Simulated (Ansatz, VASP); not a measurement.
# Mg3Zn7S10 in VASP and in Ansatz

```
Mg S Zn
1.0
     0.00085    0.00046    6.37327
    -0.00756    6.75674    0.00050
    -9.77075   -3.36753   -0.00156
Mg S Zn
3 10 7
Direct
  0.99918 0.53880 0.40777
  0.99909 0.33248 0.99496
  0.99907 0.93746 0.20144
  0.37207 0.73388 0.79978
  0.38640 0.53479 0.40188
  0.37202 0.13445 0.60091
  0.38642 0.33322 0.99872
  0.38630 0.93391 0.20030
  0.87047 0.46358 0.60937
  0.87124 0.27577 0.20154
  0.87058 0.87861 0.40803
  0.87067 0.05570 0.79371
  0.87067 0.67223 0.99513
  0.99951 0.73244 0.79909
  0.99951 0.13490 0.60363
  0.49938 0.46673 0.60269
  0.50266 0.26901 0.20017
  0.50087 0.87089 0.40252
  0.49948 0.06411 0.79758
  0.50083 0.66841 0.99778
```

Alike in both runs: functional PBE; k mesh 3 × 3 × 2; occupations gaussian, width 0.1 eV; no spin polarisation.

Ansatz relaxed the structure, and its values are those at the end. VASP's run is a single point on that final structure, the one shown.

|  | VASP | Ansatz |
| --- | --- | --- |
| version | VASP 6.6.1 | Ansatz 0.2.0 |
| potentials or method | VASP PAW PBE potentials, release 64 (Mg, S, Zn), cutoff 520 eV | scalar-relativistic, plane waves, PAW |
| valence electrons in the cell | 150 | 174 |

|  | VASP | Ansatz | Ansatz less VASP |
| --- | --- | --- | --- |
| gap on the k mesh at the Fermi level (eV) | 2.30 | 2.30 | -0.001 |
| least direct gap on the mesh (eV) | 2.30 | 2.30 | -0.001 |
| pressure (GPa) | 0.1 | 0.0 | -0.05 |
| rms of the force components (eV/Å) | 0.011 | 0.008 | -0.0033 |

VASP's potentials hold 150 valence electrons a cell and Ansatz's 174, so a difference there can come from the potentials and not from the codes.
